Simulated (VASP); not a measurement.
# Sb (Fm-3m) in VASP: further runs

The runs below take Sb through single point, with PBE.

Program: VASP 6.6.1. These are calculated values, not measurements. Logs are shortened: lines on timing, memory, paths and dates and some standing lists are left out, and cuts for length are marked.

### 1 The cell of the first run

Symmetry: Fm-3m, No. 225, cubic system. The conventional cell has a = 4.610 Å, b = 4.610 Å, c = 4.610 Å, α = 90.00°, β = 90.00°, γ = 90.00°. Sb (site symmetry m-3m) has 12 Sb at 3.26 Å within 4.3 Å.

### 2 Single point, PBE

File INCAR:

```
ALGO = Normal
EDIFF = 1E-6
ENCUT = 520
GGA = PE
ISIF = 2
ISMEAR = -1
LASPH = T
LCHARG = F
LREAL = F
LWAVE = F
NBANDS = 8
NELM = 60
PREC = Accurate
SIGMA = 0.05
```

File KPOINTS:

```
k-points
0
Gamma
  12 12 12
```

File POSCAR:

```
Sb
1.0
    0.0000000000      2.3050000000      2.3050000000
    2.3050000000      0.0000000000      2.3050000000
    2.3050000000      2.3050000000      0.0000000000
Sb
1
Direct
    0.0000000000      0.0000000000      0.0000000000
```

Potentials or basis: VASP PAW PBE potentials, release 64 (Sb).

On the command line:

```sh
$ cat potpaw_PBE.64/Sb/POTCAR > POTCAR
$ mpirun -np 1 vasp_std > vasp.out
```

OUTCAR:

```text
EDIFF = 1E-6
   ENCUT = 520
   GGA = PE
   ISIF = 2
   ISMEAR = -1
   LASPH = T
   LREAL = F
   NELM = 60
   PREC = Accurate

 ion  position               nearest neighbor table
   1  0.000  0.000  0.000-

  LATTYP: Found a face centered cubic cell.
 ALAT       =     4.6100000000

  Lattice vectors:

 A1 = (   0.0000000000,   2.3050000000,   2.3050000000)
 A2 = (   2.3050000000,   0.0000000000,   2.3050000000)
 A3 = (   2.3050000000,   2.3050000000,   0.0000000000)

Analysis of symmetry for initial positions (statically):
=====================================================================
 Subroutine PRICEL returns:
 Original cell was already a primitive cell.

 Routine SETGRP: Setting up the symmetry group for a
 face centered cubic supercell.

 Subroutine GETGRP returns: Found 48 space group operations
 (whereof 48 operations were pure point group operations)
 out of a pool of 48 trial point group operations.

The static configuration has the point symmetry O_h .

Analysis of symmetry for dynamics (positions and initial velocities):
=====================================================================
 Subroutine PRICEL returns:
 Original cell was already a primitive cell.

 Routine SETGRP: Setting up the symmetry group for a
 face centered cubic supercell.

 Subroutine GETGRP returns: Found 48 space group operations
 (whereof 48 operations were pure point group operations)
 out of a pool of 48 trial point group operations.

The dynamic configuration has the point symmetry O_h .

 Subroutine INISYM returns: Found 48 space group operations
 (whereof 48 operations are pure point group operations),
 and found     1 'primitive' translations

----------------------------------------------------------------------------------------

                                     Primitive cell

  volume of cell :      24.4930

  direct lattice vectors                    reciprocal lattice vectors
     0.000000000  2.305000000  2.305000000    -0.216919740  0.216919740  0.216919740
     2.305000000  0.000000000  2.305000000     0.216919740 -0.216919740  0.216919740
     2.305000000  2.305000000  0.000000000     0.216919740  0.216919740 -0.216919740

  length of vectors
     3.259762261  3.259762261  3.259762261     0.375716010  0.375716010  0.375716010

  position of ions in fractional coordinates (direct lattice)
     0.000000000  0.000000000  0.000000000

  ion indices of the primitive-cell ions
   primitive index   ion index
                 1           1

----------------------------------------------------------------------------------------

 KPOINTS: k-points

Automatic generation of k-mesh.
 Grid dimensions read from file:
 generate k-points for:   12   12   12

 Generating k-lattice:

  Cartesian coordinates                     Fractional coordinates (reciprocal lattice)
    -0.018076645  0.018076645  0.018076645     0.083333333  0.000000000  0.000000000
     0.018076645 -0.018076645  0.018076645     0.000000000  0.083333333  0.000000000
     0.018076645  0.018076645 -0.018076645     0.000000000  0.000000000  0.083333333

  Length of vectors
     0.031309668  0.031309668  0.031309668

  Shift w.r.t. Gamma in fractional coordinates (k-lattice)
     0.000000000  0.000000000  0.000000000

 Subroutine IBZKPT returns following result:
 ===========================================

 Found     72 irreducible k-points:

 Following reciprocal coordinates:
            Coordinates               Weight
  0.000000  0.000000  0.000000      1.000000
  0.083333  0.000000  0.000000      8.000000
  0.166667  0.000000  0.000000      8.000000
  0.250000  0.000000  0.000000      8.000000
  0.333333  0.000000  0.000000      8.000000
  0.416667  0.000000  0.000000      8.000000
[... 16 lines left out ...]
  0.500000  0.166667  0.000000     24.000000
 -0.416667  0.166667  0.000000     24.000000
 [... further k-points ...]
   k-points           NKPTS =     72   k-points in BZ     NKDIM =     72   number of bands    NBANDS=      8
   number of dos      NEDOS =    301   number of ions     NIONS =      1
   total plane-waves  NPLWV =  13824
   dimension x,y,z NGX =    24 NGY =   24 NGZ =   24
   dimension x,y,z NGXF=    48 NGYF=   48 NGZF=   48
   ions per type =               1
   NGX,Y,Z   is equivalent  to a cutoff of  12.24, 12.24, 12.24 a.u.
   NGXF,Y,Z  is equivalent  to a cutoff of  24.48, 24.48, 24.48 a.u.
 SYSTEM =  unknown system
   PREC   = accura    normal or accurate (medium, high low for compatibility)
   ISTART =      0    job   : 0-new  1-cont  2-samecut
   ICHARG =      2    charge: 1-file 2-atom 10-const
   ISPIN  =      1    spin polarized calculation?
   LNONCOLLINEAR =      F non collinear calculations
   LSORBIT =      F    spin-orbit coupling
   LASPH  =      T    aspherical Exc in radial PAW
   ENCUT  =  520.0 eV  38.22 Ry    6.18 a.u.   6.06  6.06  6.06*2*pi/ulx,y,z
   NELM   =     60;   NELMIN=  2; NELMDL= -5     # of ELM steps
   EDIFF  = 0.1E-05   stopping-criterion for ELM
   LREAL  =      F    real-space projection
   EDIFFG = 0.1E-04   stopping-criterion for IOM
   NSW    =      0    number of steps for IOM
   IBRION =     -1    ionic relax: 0-MD 1-quasi-New 2-CG
   NFREE  =      0    steps in history (QN), initial steepest desc. (CG)
   ISIF   =      2    stress and relaxation
   ISYM   =      2    0-nonsym 1-usesym 2-fastsym
   POTIM  = 0.5000    time-step for ionic-motion
   TEBEG  =    0.0;   TEEND  =   0.0 temperature during run
   PSTRESS=    0.0 pullay stress
   NELECT =       5.0000    total number of electrons
   NUPDOWN=      -1.0000    fix difference up-down
   EMIN   =  10.00;   EMAX   =-10.00  energy-range for DOS
   EFERMI =   0.00;   METHOD = LEGACY
   ISMEAR =    -1;   SIGMA  =   0.05  broadening in eV -4-tet -1-fermi 0-gaus
   EFERMI_NEDOS =   21; number of points for ismear=-14 and -15
   IALGO  =     38    algorithm
   IMIX   =      4    mixing-type and parameters
     AMIX     =   0.40;   BMIX     =  1.00
     AMIX_MAG =   1.60;   BMIX_MAG =  1.00
  volume/ion in A,a.u.               =      24.49       165.29
  Fermi-wavevector in a.u.,A,eV,Ry     =   0.963941  1.821585 12.642299  0.929183
  Thomas-Fermi vector in A             =   2.093530
   LORBIT       =      0    0 simple, 1 ext, 2 COOP (PROOUT), +10 PAW based schemes
   GGA     = PE    functional components
   LHFCALC =     F    Hartree Fock is set to
   AEXX    =    0.0000 exact exchange contribution
   IVDW    =     0    specifies the selected vdW correction
   LEPSILON=     F    determine dielectric tensor
   LRPA    =     F    only Hartree local field effects (RPA)
 non-spin polarized calculation
  energy-cutoff  :      520.00
  volume of cell :       24.49
 maximum number of plane-waves:       684
   NGX = 13   NGY = 13   NGZ = 13

 number of electron       4.9999999 magnetization

 Free energy of the ion-electron system (eV)
  ---------------------------------------------------
  ext. energy  EPLUGINS =         0.00000000
  ---------------------------------------------------
  free energy    TOTEN  =        -3.75014069 eV

  energy without entropy =       -3.74379093  energy(sigma->0) =       -3.74696581

 E-fermi :   9.8807     XC(G=0): -10.6538

 val. band max:        9.7904314200   @ k =   0.5000   0.4167   0.0833
 cond. band min:       9.8995389352   @ k =   0.5000   0.2500   0.0833
 fundamental gap:      0.1091075152
 Fermi energy:         9.8807262961

 k-point     1 :       0.0000    0.0000    0.0000
  band No.  band energies     occupation
      1      -3.8926      2.00000
      2      15.8643      0.00000
      3      15.8643      0.00000
      4      15.8643      0.00000
      5      20.0355      0.00000
      6      20.0869      0.00000
      7      20.0869      0.00000
      8      20.0869      0.00000

 k-point     2 :       0.0833    0.0000    0.0000
  band No.  band energies     occupation
      1      -3.7423      2.00000
      2      14.4161      0.00000
      3      15.6443      0.00000
      4      15.6443      0.00000
      5      19.0325      0.00000
      6      20.4334      0.00000
      7      20.4334      0.00000
      8      22.0670      0.00000

 k-point     3 :       0.1667    0.0000    0.0000
  band No.  band energies     occupation
      1      -3.2927      2.00000
      2      11.7499      0.00000
      3      15.1635      0.00000
      4      15.1635      0.00000
      5      18.6180      0.00000
      6      21.0139      0.00000
      7      21.0139      0.00000
      8      22.6170      0.00000

 k-point     4 :       0.2500    0.0000    0.0000
  band No.  band energies     occupation
      1      -2.5500      2.00000
      2       9.0297      2.00000
      3      14.6636      0.00000
      4      14.6636      0.00000
      5      18.4013      0.00000
      6      20.5482      0.00000
      7      20.5482      0.00000
      8      21.7122      0.00000

 k-point     5 :       0.3333    0.0000    0.0000
  band No.  band energies     occupation
      1      -1.5366      2.00000
      2       6.5326      2.00000
      3      14.2625      0.00000
      4      14.2625      0.00000
      5      18.3620      0.00000
      6      19.8129      0.00000
      7      19.8129      0.00000
      8      20.6305      0.00000

 k-point     6 :       0.4167    0.0000    0.0000
  band No.  band energies     occupation
      1      -0.3499      2.00000
      2       4.4351      2.00000
      3      14.0090      0.00000
      4      14.0090      0.00000
      5      18.4885      0.00000
      6      19.3243      0.00000
      7      19.3243      0.00000
      8      19.8156      0.00000

 k-point     7 :       0.5000    0.0000    0.0000
  band No.  band energies     occupation
      1       0.4134      2.00000
      2       3.3653      2.00000
      3      13.9226      0.00000
      4      13.9226      0.00000
      5      18.6299      0.00000
      6      19.1567      0.00000
      7      19.1567      0.00000
      8      19.4432      0.00000

 k-point     8 :       0.0833    0.0833    0.0000
  band No.  band energies     occupation
      1      -3.6922      2.00000
      2      15.0061      0.00000
      3      15.0061      0.00000
      4      15.0986      0.00000
      5      18.3064      0.00000
      6      21.1159      0.00000
      7      21.1159      0.00000
      8      21.9089      0.00000

 k-point     9 :       0.1667    0.0833    0.0000
  band No.  band energies     occupation
      1      -3.3421      2.00000
      2      12.7056      0.00000
      3      14.3268      0.00000
      4      15.0487      0.00000
      5      18.1709      0.00000
      6      20.5702      0.00000
      7      21.2234      0.00000
      8      21.9919      0.00000

 k-point    10 :       0.2500    0.0833    0.0000
  band No.  band energies     occupation
      1      -2.6963      2.00000
      2      10.0059      0.15115
      3      13.7781      0.00000
      4      14.5409      0.00000
      5      18.2958      0.00000
      6      19.9648      0.00000
      7      21.4034      0.00000
      8      21.9361      0.00000
[... 78 lines left out ...]
 k-point    18 :      -0.0833    0.0833    0.0000
  band No.  band energies     occupation
      1      -3.4921      2.00000
      2      13.3534      0.00000
      3      14.0421      0.00000
      4      15.9164      0.00000
      5      19.0270      0.00000
      6      20.3474      0.00000
      7      21.1351      0.00000
      8      22.1666      0.00000

 k-point    19 :       0.1667    0.1667    0.0000
  band No.  band energies     occupation
      1      -3.0918      2.00000
      2      13.3690      0.00000
      3      13.5094      0.00000
      4      13.5094      0.00000
      5      16.8813      0.00000
      6      18.9157      0.00000
      7      23.0736      0.00000
      8      23.0736      0.00000

 k-point    20 :       0.2500    0.1667    0.0000
  band No.  band energies     occupation
      1      -2.5446      2.00000
      2      11.0392      0.00000
      3      12.8697      0.00000
      4      13.2855      0.00000
      5      16.8759      0.00000
      6      18.0520      0.00000
      7      23.2674      0.00000
      8      23.5824      0.00000

 k-point    21 :       0.3333    0.1667    0.0000
  band No.  band energies     occupation
      1      -1.7113      2.00000
      2       8.5321      2.00000
      3      12.4749      0.00000
      4      12.4987      0.00000
      5      16.5821      0.00000
      6      19.0337      0.00000
      7      22.8263      0.00000
      8      23.0353      0.00000

 k-point    22 :       0.4167    0.1667    0.0000
  band No.  band energies     occupation
      1      -0.6305      2.00000
      2       6.2313      2.00000
      3      11.6389      0.00000
      4      12.3570      0.00000
      5      16.3058      0.00000
      6      20.6671      0.00000
      7      21.9789      0.00000
      8      22.8613      0.00000

 k-point    23 :       0.5000    0.1667    0.0000
  band No.  band energies     occupation
      1       0.5155      2.00000
      2       4.4143      2.00000
      3      10.9111      0.00000
      4      12.5271      0.00000
      5      16.3424      0.00000
      6      21.3052      0.00000
      7      21.4242      0.00000
      8      23.6463      0.00000

 k-point    24 :      -0.4167    0.1667    0.0000
  band No.  band energies     occupation
      1       0.7802      2.00000
      2       4.0616      2.00000
      3      10.4057      0.00006
      4      12.9777      0.00000
      5      16.6844      0.00000
      6      20.8518      0.00000
      7      21.1886      0.00000
      8      24.2483      0.00000

 [... further k-points ...]

------------------------ aborting loop because EDIFF is reached ----------------------------------------

  FORCE on cell =-STRESS in cart. coord.  units (eV):
  Direction    XX          YY          ZZ          XY          YZ          ZX
  --------------------------------------------------------------------------------------
  -------------------------------------------------------------------------------------
  Total        1.3098585      1.3098585      1.3098585     -0.0000000      0.0000000      0.0000000
  in kB       85.6825108     85.6825108     85.6825108     -0.0000000      0.0000000      0.0000000
  external PRESSURE =      85.6825108 kB  Pullay stress =       0.0000000 kB

 VOLUME and BASIS-vectors are now :
 -----------------------------------------------------------------------------
  energy-cutoff  :      520.00
  volume of cell :       24.49
      direct lattice vectors                 reciprocal lattice vectors
     0.000000000  2.305000000  2.305000000    -0.216919740  0.216919740  0.216919740
     2.305000000  0.000000000  2.305000000     0.216919740 -0.216919740  0.216919740
     2.305000000  2.305000000  0.000000000     0.216919740  0.216919740 -0.216919740

 POSITION                                       TOTAL-FORCE (eV/Angst)
 -----------------------------------------------------------------------------------
      0.00000      0.00000      0.00000         0.000000      0.000000     -0.000000
 -----------------------------------------------------------------------------------
    total drift:                                0.000000      0.000000      0.000000

  FREE ENERGIE OF THE ION-ELECTRON SYSTEM (eV)
  ---------------------------------------------------
  free  energy   TOTEN  =        -3.7501406903 eV

  energy  without entropy=       -3.7437909334  energy(sigma->0) =       -3.74696581
```

It took 9.8 s on 1 thread of AMD EPYC 7R43 (Zen 3), shared host; peak memory 0.11 GiB.

Results:

* Free energy: -3.7501 eV
* Pressure: 8.6 GPa

Caveat: spin-orbit coupling is left out, which moves the levels of the heavy elements.

### 3 Single point, PBE

File INCAR:

```
SYSTEM = Sb
PREC = Accurate
ENCUT = 520
EDIFF = 1E-6
ISMEAR = -1
SIGMA = 0.05
LREAL = .False.
LASPH = .True.
NELM = 60
ALGO = Normal
ISIF = 2
LWAVE = .False.
LCHARG = .True.
GGA = PE
LELF = .True.
LVHAR = .True.
NBANDS = 8
```

File KPOINTS:

```
regular mesh
0
Gamma
  12 12 12
  0 0 0
```

POSCAR is that of step 2.

Potentials or basis: VASP PAW PBE potentials, release 64 (Sb).

On the command line:

```sh
$ cat potpaw_PBE.64/Sb/POTCAR > POTCAR
$ mpirun -np 1 vasp_std > vasp.out
```

Run time: 11 s. Hardware: 1 thread of AMD EPYC 7R43 (Zen 3), shared host; peak memory 0.11 GiB.

It converged, with:

```yaml
Free_energy: -3.7501 eV
Pressure: 8.6 GPa
```

Levels at points of the mesh, in eV from the Fermi level:
```csv
k point,band 1,band 2,band 3,band 4,band 5,band 6
"(0.00, 0.00, 0.00)",-13.77,5.98,5.98,5.98,10.15,10.21
"(0.50, 0.00, 0.00)",-9.47,-6.52,4.04,4.04,8.75,9.28
"(0.50, 0.50, 0.00)",-7.56,-5.52,0.33,0.33,4.18,4.50
```

Caveat: spin-orbit coupling is left out, which moves the levels of the heavy elements.
